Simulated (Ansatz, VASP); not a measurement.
Given: the input of a run of Ansatz 0.2.0 on CuO.

File input.yaml:

```yaml
crystal:
  lattice:
    - [0.0, -2.0879543312, -2.0879543312]
    - [-2.0879543312, 0.0, -2.0879543312]
    - [2.0879543312, 2.0879543312, -4.1759086624]
  atoms:
    - { symbol: Cu, position: [0.50388754, 0.47698801, 0.4880064] }
    - { symbol: Cu, position: [0.00388754, 0.97698801, 0.9880064] }
    - { symbol: O, position: [0.74611246, 0.77301199, 0.7619936] }
    - { symbol: O, position: [0.24611246, 0.27301199, 0.2619936] }
kpoints:
  mp_grid: { grid: [10, 10, 6] }
scf:
  occupations: { method: fermi_dirac, width: 0.05 }
hamiltonian:
  xc: pbe
  pseudopotentials: { kind: all_electron, lapw: { basis_error: 0.001 } }
output:
  forces: true
  stress: true
  eigenvalues: true
```

Potentials or basis: all-electron LAPW, scalar-relativistic.

Command:

```bash
$ ansatz run input.yaml --threads 2 --pin off --max-ram 6144MiB --backend cpu --events-out ev --progress --plain --runs-dir out
```

Translate it to VASP 6.6.1. Potentials there: VASP PAW PBE potentials, release 64 (Cu, O).

As run (the cutoff follows the program's own potentials):

File INCAR:

```
ALGO = Normal
EDIFF = 1E-6
ENCUT = 520
GGA = PE
ISIF = 2
ISMEAR = -1
LASPH = T
LCHARG = F
LREAL = F
LWAVE = F
NBANDS = 25
NELM = 100
PREC = Accurate
SIGMA = 0.05
```

Contents of KPOINTS:

```
k-points
0
Gamma
  10 10 6
```

POSCAR

```
CuO
1.0
    0.0000000000     -2.0879543312     -2.0879543312
   -2.0879543312      0.0000000000     -2.0879543312
    2.0879543312      2.0879543312     -4.1759086624
Cu O
2 2
Direct
    0.5038875400      0.4769880100      0.4880064000
    0.0038875400      0.9769880100      0.9880064000
    0.7461124600      0.7730119900      0.7619936000
    0.2461124600      0.2730119900      0.2619936000
```

Potentials or basis: VASP PAW PBE potentials, release 64 (Cu, O).

Run with:

```bash
$ cat potpaw_PBE.64/Cu/POTCAR potpaw_PBE.64/O/POTCAR > POTCAR
$ mpirun -np 1 vasp_std > vasp.out
```

Both were run:

|  | VASP | Ansatz | Ansatz less VASP |
| --- | --- | --- | --- |
| gap on the k mesh at the Fermi level (eV) | none | none | - |
| pressure (GPa) | 15.0 | 14.4 | -0.59 |
| traceless stress, the component that is largest in VASP (GPa) | 6.23 | 5.94 | -0.289 |
| rms of the force components (eV/Å) | 0.860 | 0.828 | -0.0321 |

Atom by atom the forces differ by 0.032 eV/Å (rms over components). A gap of «none» marks a metal or a gap that the smearing closes. Ansatz ran all-electron here, and VASP with PAW potentials.
